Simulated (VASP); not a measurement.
# Al in VASP: notebook

The runs below take Al through single point, with PBE.

All numbers are computed with VASP 6.6.1; they aren't measurements. Logs are shortened: lines on timing, memory, paths and dates and some standing lists are left out, and cuts for length are marked.

### Step 1. The cell of the first run

The cell holds a slab with vacuum, 14 atoms: a = 2.854 Å, b = 2.854 Å, c = 45.495 Å, α = 90.00°, β = 90.00°, γ = 120.00°.

### Step 2. Single point, PBE (atoms taken out)

Contents of INCAR:

```
SYSTEM = Al
ALGO = Fast
DIPOL = 0.5 0.5 0.500
EDIFF = 1E-6
ENCUT = 520
GGA = PE
IDIPOL = 3
ISIF = 2
ISMEAR = 0
LASPH = .TRUE.
LCHARG = .FALSE.
LDIPOL = .TRUE.
LREAL = .FALSE.
LWAVE = .FALSE.
NBANDS = 34
NELM = 80
PREC = Accurate
SIGMA = 0.1
```

Contents of KPOINTS:

```
k-points
0
G
  12 12 1
  0 0 0
```

Contents of POSCAR:

```
Al
1.0
    2.8543223330      0.0000000000      0.0000000000
   -1.4271611665      2.4719156510      0.0000000000
    0.0000000000      0.0000000000     45.4953759026
Al
14
Direct
    0.3333333333      0.6666666667      0.1648519185
    0.0000000000      0.0000000000      0.2164131618
    0.6666666667      0.3333333333      0.2679744051
    0.0000000000      0.0000000000      0.3195356484
    0.3333333333      0.6666666667      0.3710968917
    0.0000000000      0.0000000000      0.4226581350
    0.6666666667      0.3333333333      0.4742193783
    0.0000000000      0.0000000000      0.5257806217
    0.3333333333      0.6666666667      0.5773418650
    0.0000000000      0.0000000000      0.6289031083
    0.6666666667      0.3333333333      0.6804643516
    0.0000000000      0.0000000000      0.7320255949
    0.3333333333      0.6666666667      0.7835868382
    0.0000000000      0.0000000000      0.8351480815
```

Potentials or basis: VASP PAW PBE potentials, release 64 (Al).

Launch:

```console
cat potpaw_PBE.64/Al/POTCAR > POTCAR
mpirun -np 1 vasp_std > vasp.out
```

OUTCAR:

```text
SYSTEM = Al
   EDIFF = 1E-6
   ENCUT = 520
   GGA = PE
   ISIF = 2
   ISMEAR = 0
   LASPH = .TRUE.
   LREAL = .FALSE.
   NELM = 80
   PREC = Accurate

 ion  position               nearest neighbor table
   1  0.333  0.667  0.165-   2 2.87   2 2.87   2 2.87
   2  0.000  0.000  0.216-   1 2.87   3 2.87   3 2.87   1 2.87   3 2.87   1 2.87
   3  0.667  0.333  0.268-   2 2.87   4 2.87   2 2.87   4 2.87   2 2.87   4 2.87
   4  0.000  0.000  0.320-   3 2.87   5 2.87   3 2.87   5 2.87   3 2.87   5 2.87
   5  0.333  0.667  0.371-   4 2.87   6 2.87   4 2.87   6 2.87   4 2.87   6 2.87
   6  0.000  0.000  0.423-   5 2.87   7 2.87   7 2.87   5 2.87   7 2.87   5 2.87
   7  0.667  0.333  0.474-   6 2.87   6 2.87   6 2.87   8 2.87   8 2.87   8 2.87
   8  0.000  0.000  0.526-   9 2.87   9 2.87   9 2.87   7 2.87   7 2.87   7 2.87
   9  0.333  0.667  0.577-   8 2.87  10 2.87   8 2.87  10 2.87   8 2.87  10 2.87
  10  0.000  0.000  0.629-   9 2.87  11 2.87  11 2.87   9 2.87  11 2.87   9 2.87
  11  0.667  0.333  0.680-  10 2.87  12 2.87  10 2.87  12 2.87  10 2.87  12 2.87
  12  0.000  0.000  0.732-  11 2.87  13 2.87  11 2.87  13 2.87  11 2.87  13 2.87
  13  0.333  0.667  0.784-  12 2.87  14 2.87  12 2.87  14 2.87  12 2.87  14 2.87
  14  0.000  0.000  0.835-  13 2.87  13 2.87  13 2.87

  LATTYP: Found a hexagonal cell.
 ALAT       =     2.8543223330
 C/A-ratio  =    15.9391163978

  Lattice vectors:

 A1 = (   2.8543223330,   0.0000000000,   0.0000000000)
 A2 = (  -1.4271611665,   2.4719156510,   0.0000000000)
 A3 = (   0.0000000000,   0.0000000000,  45.4953759026)

Analysis of symmetry for initial positions (statically):
=====================================================================
 Subroutine PRICEL returns:
 Original cell was already a primitive cell.

 Routine SETGRP: Setting up the symmetry group for a
 hexagonal supercell.

 Subroutine GETGRP returns: Found  6 space group operations
 (whereof  6 operations were pure point group operations)
 out of a pool of 24 trial point group operations.

The static configuration has the point symmetry C_3v.

Analysis of symmetry for dynamics (positions and initial velocities):
=====================================================================
 Subroutine PRICEL returns:
 Original cell was already a primitive cell.

 Routine SETGRP: Setting up the symmetry group for a
 hexagonal supercell.

 Subroutine GETGRP returns: Found  6 space group operations
 (whereof  6 operations were pure point group operations)
 out of a pool of 24 trial point group operations.

The dynamic configuration has the point symmetry C_3v.

 Subroutine INISYM returns: Found  6 space group operations
 (whereof  6 operations are pure point group operations),
 and found     1 'primitive' translations

----------------------------------------------------------------------------------------

                                     Primitive cell

  volume of cell :     320.9992

  direct lattice vectors                    reciprocal lattice vectors
     2.854322333  0.000000000  0.000000000     0.350345856  0.202272274  0.000000000
    -1.427161166  2.471915651  0.000000000     0.000000000  0.404544548  0.000000000
     0.000000000  0.000000000 45.495375903     0.000000000  0.000000000  0.021980256

  length of vectors
     2.854322333  2.854322333 45.495375903     0.404544548  0.404544548  0.021980256

  position of ions in fractional coordinates (direct lattice)
     0.333333333  0.666666667  0.164851918
     0.000000000  0.000000000  0.216413162
     0.666666667  0.333333333  0.267974405
     0.000000000  0.000000000  0.319535648
     0.333333333  0.666666667  0.371096892
     0.000000000  0.000000000  0.422658135
     0.666666667  0.333333333  0.474219378
     0.000000000  0.000000000  0.525780622
     0.333333333  0.666666667  0.577341865
     0.000000000  0.000000000  0.628903108
     0.666666667  0.333333333  0.680464352
     0.000000000  0.000000000  0.732025595
     0.333333333  0.666666667  0.783586838
     0.000000000  0.000000000  0.835148082

  ion indices of the primitive-cell ions
   primitive index   ion index
                 1           1
                 2           2
                 3           3
                 4           4
                 5           5
                 6           6
                 7           7
                 8           8
                 9           9
                10          10
                11          11
                12          12
                13          13
                14          14

----------------------------------------------------------------------------------------

 KPOINTS: k-points

Automatic generation of k-mesh.
 Grid dimensions read from file:
 generate k-points for:   12   12    1

 Generating k-lattice:

  Cartesian coordinates                     Fractional coordinates (reciprocal lattice)
     0.029195488  0.016856023  0.000000000     0.083333333 -0.000000000  0.000000000
     0.000000000  0.033712046  0.000000000     0.000000000  0.083333333  0.000000000
     0.000000000  0.000000000  0.021980256     0.000000000  0.000000000  1.000000000

  Length of vectors
     0.033712046  0.033712046  0.021980256

  Shift w.r.t. Gamma in fractional coordinates (k-lattice)
     0.000000000  0.000000000  0.000000000

 Subroutine IBZKPT returns following result:
 ===========================================

 Found     19 irreducible k-points:

 Following reciprocal coordinates:
            Coordinates               Weight
  0.000000  0.000000  0.000000      1.000000
  0.083333 -0.000000  0.000000      6.000000
  0.166667 -0.000000  0.000000      6.000000
  0.250000 -0.000000  0.000000      6.000000
  0.333333  0.000000  0.000000      6.000000
  0.416667 -0.000000  0.000000      6.000000
[... 11 lines left out ...]
  0.333333  0.250000  0.000000     12.000000
  0.333333  0.333333  0.000000      2.000000
   k-points           NKPTS =     19   k-points in BZ     NKDIM =     19   number of bands    NBANDS=     34
   number of dos      NEDOS =    301   number of ions     NIONS =     14
   total plane-waves  NPLWV = 201600
   dimension x,y,z NGX =    24 NGY =   24 NGZ =  350
   dimension x,y,z NGXF=    48 NGYF=   48 NGZF=  700
   ions per type =              14
   NGX,Y,Z   is equivalent  to a cutoff of  13.98, 13.98, 12.79 a.u.
   NGXF,Y,Z  is equivalent  to a cutoff of  27.96, 27.96, 25.58 a.u.
 SYSTEM =  Al
   PREC   = accura    normal or accurate (medium, high low for compatibility)
   ISTART =      0    job   : 0-new  1-cont  2-samecut
   ICHARG =      2    charge: 1-file 2-atom 10-const
   ISPIN  =      1    spin polarized calculation?
   LNONCOLLINEAR =      F non collinear calculations
   LSORBIT =      F    spin-orbit coupling
   LASPH  =      T    aspherical Exc in radial PAW
   ENCUT  =  520.0 eV  38.22 Ry    6.18 a.u.   5.31  5.31 84.59*2*pi/ulx,y,z
   NELM   =     80;   NELMIN=  2; NELMDL= -5     # of ELM steps
   EDIFF  = 0.1E-05   stopping-criterion for ELM
   LREAL  =      F    real-space projection
   EDIFFG = 0.1E-04   stopping-criterion for IOM
   NSW    =      0    number of steps for IOM
   IBRION =     -1    ionic relax: 0-MD 1-quasi-New 2-CG
   NFREE  =      0    steps in history (QN), initial steepest desc. (CG)
   ISIF   =      2    stress and relaxation
   ISYM   =      2    0-nonsym 1-usesym 2-fastsym
   POTIM  = 0.5000    time-step for ionic-motion
   TEBEG  =    0.0;   TEEND  =   0.0 temperature during run
   PSTRESS=    0.0 pullay stress
   NELECT =      42.0000    total number of electrons
   NUPDOWN=      -1.0000    fix difference up-down
   EMIN   =  10.00;   EMAX   =-10.00  energy-range for DOS
   EFERMI =   0.00;   METHOD = LEGACY
   ISMEAR =     0;   SIGMA  =   0.10  broadening in eV -4-tet -1-fermi 0-gaus
   EFERMI_NEDOS =   21; number of points for ismear=-14 and -15
   IALGO  =     68    algorithm
   IMIX   =      4    mixing-type and parameters
     AMIX     =   0.40;   BMIX     =  1.00
     AMIX_MAG =   1.60;   BMIX_MAG =  1.00
  volume/ion in A,a.u.               =      22.93       154.73
  Fermi-wavevector in a.u.,A,eV,Ry     =   0.831106  1.570563  9.398059  0.690738
  Thomas-Fermi vector in A             =   1.943937
   LORBIT       =      0    0 simple, 1 ext, 2 COOP (PROOUT), +10 PAW based schemes
   GGA     = PE    functional components
   LHFCALC =     F    Hartree Fock is set to
   AEXX    =    0.0000 exact exchange contribution
   IVDW    =     0    specifies the selected vdW correction
   LEPSILON=     F    determine dielectric tensor
   LRPA    =     F    only Hartree local field effects (RPA)
 non-spin polarized calculation
 RMM-DIIS sequential band-by-band and
 Gauss-broadening in eV      SIGMA  =   0.10
  energy-cutoff  :      520.00
  volume of cell :      321.00
 maximum number of plane-waves:      8709
 NGX is ok and might be reduce to    24
   NGX = 11   NGY = 11   NGZ =169

 dipolmoment           0.000000      0.000000      0.006091 electrons x Angstroem

 number of electron      42.0000000 magnetization

 dipolmoment           0.000000      0.000000     -0.000783 electrons x Angstroem

 Free energy of the ion-electron system (eV)
  ---------------------------------------------------
  ext. energy  EPLUGINS =         0.00000000
  ---------------------------------------------------
  free energy    TOTEN  =       -51.55717684 eV

  energy without entropy =      -51.52684413  energy(sigma->0) =      -51.54201049

 E-fermi :   4.6360     XC(G=0):  -7.7566

 val. band max:        4.6321868805   @ k =   0.3333   0.0000   0.0000
 cond. band min:       4.6500361844   @ k =   0.2500   0.1667   0.0000
 fundamental gap:      0.0178493039
 Fermi energy:         4.6360066967

 k-point     1 :       0.0000    0.0000    0.0000
  band No.  band energies     occupation
      1      -6.4336      2.00000
      2      -6.3209      2.00000
      3      -6.1657      2.00000
      4      -5.9398      2.00000
      5      -5.6499      2.00000
      6      -5.3024      2.00000
[... 25 lines left out ...]
     32      15.4133      0.00000
     33      15.4873      0.00000

 k-point     2 :       0.0833   -0.0000    0.0000
  band No.  band energies     occupation
      1      -6.2654      2.00000
      2      -6.1529      2.00000
      3      -5.9978      2.00000
      4      -5.7722      2.00000
      5      -5.4826      2.00000
      6      -5.1355      2.00000
[... 25 lines left out ...]
     32      12.9788      0.00000
     33      13.0935      0.00000
[... 574 lines left out ...]
     32       5.4804      0.00000
     33       5.8319      0.00000

 k-point    19 :       0.3333    0.3333    0.0000
  band No.  band energies     occupation
      1       1.3050      2.00000
      2       1.4076      2.00000
      3       1.4533      2.00000
      4       1.4536      2.00000
      5       1.5433      2.00000
      6       1.5566      2.00000
[... 25 lines left out ...]
     32       5.2167      0.00000
     33       5.7113      0.00000
 [bands above 33 left out]

------------------------ aborting loop because EDIFF is reached ----------------------------------------

 vacuum level on the upper side and lower side of the slab       (xc-potential included)        -0.055        -0.014

  FORCE on cell =-STRESS in cart. coord.  units (eV):
  Direction    XX          YY          ZZ          XY          YZ          ZX
  --------------------------------------------------------------------------------------
  -------------------------------------------------------------------------------------
  Total       -0.9232942     -0.9232942     -0.5384021      0.0000000      0.0000000      0.0000000
  in kB       -4.6083641     -4.6083641     -2.6872831      0.0000000      0.0000000      0.0000000
  external PRESSURE =      -3.9680038 kB  Pullay stress =       0.0000000 kB

 VOLUME and BASIS-vectors are now :
 -----------------------------------------------------------------------------
  energy-cutoff  :      520.00
  volume of cell :      321.00
      direct lattice vectors                 reciprocal lattice vectors
     2.854322333  0.000000000  0.000000000     0.350345856  0.202272274  0.000000000
    -1.427161166  2.471915651  0.000000000     0.000000000  0.404544548  0.000000000
     0.000000000  0.000000000 45.495375903     0.000000000  0.000000000  0.021980256

 POSITION                                       TOTAL-FORCE (eV/Angst)
 -----------------------------------------------------------------------------------
     -0.00000      1.64794      7.50000         0.000000     -0.000000     -0.004879
      0.00000      0.00000      9.84580         0.000000      0.000000      0.050314
      1.42716      0.82397     12.19160         0.000000     -0.000000     -0.026146
      0.00000      0.00000     14.53739         0.000000      0.000000      0.031965
     -0.00000      1.64794     16.88319         0.000000     -0.000000     -0.006647
      0.00000      0.00000     19.22899        -0.000000      0.000000     -0.062004
      1.42716      0.82397     21.57479        -0.000000      0.000000      0.043354
      0.00000      0.00000     23.92059        -0.000000      0.000000     -0.039699
     -0.00000      1.64794     26.26639         0.000000     -0.000000      0.044558
      0.00000      0.00000     28.61218         0.000000      0.000000      0.034139
      1.42716      0.82397     30.95798         0.000000     -0.000000     -0.062425
      0.00000      0.00000     33.30378         0.000000      0.000000      0.049157
     -0.00000      1.64794     35.64958        -0.000000      0.000000     -0.125974
      0.00000      0.00000     37.99538         0.000000      0.000000      0.074286
 -----------------------------------------------------------------------------------
    total drift:                                0.000000     -0.000000      0.000176

  FREE ENERGIE OF THE ION-ELECTRON SYSTEM (eV)
  ---------------------------------------------------
  free  energy   TOTEN  =       -51.5571768440 eV

  energy  without entropy=      -51.5268441287  energy(sigma->0) =      -51.54201049

 vacuum level on the upper side and lower side of the slab         8.648         8.680
```

It took 18 min on 1 thread of Intel Xeon 8259CL, shared host; peak memory 0.52 GiB.

What came out:

```
Free energy            : -51.5572 eV
Largest force          : 0.126 eV/Å
Band gap on the k mesh : zero (bands 21 and 22 overlap by 3.87 eV)
```

Forces on the atoms (eV/Å):
```
Al   0.000  0.000 -0.005
Al   0.000  0.000  0.050
Al   0.000  0.000 -0.026
Al   0.000  0.000  0.032
Al   0.000  0.000 -0.007
Al   0.000  0.000 -0.062
Al   0.000  0.000  0.043
Al   0.000  0.000 -0.040
Al   0.000  0.000  0.045
Al   0.000  0.000  0.034
Al   0.000  0.000 -0.062
Al   0.000  0.000  0.049
Al   0.000  0.000 -0.126
Al   0.000  0.000  0.074
```

Caveat: the cell differs from its parent crystal (atoms taken out).

(Part 1 of 2 ends here.)
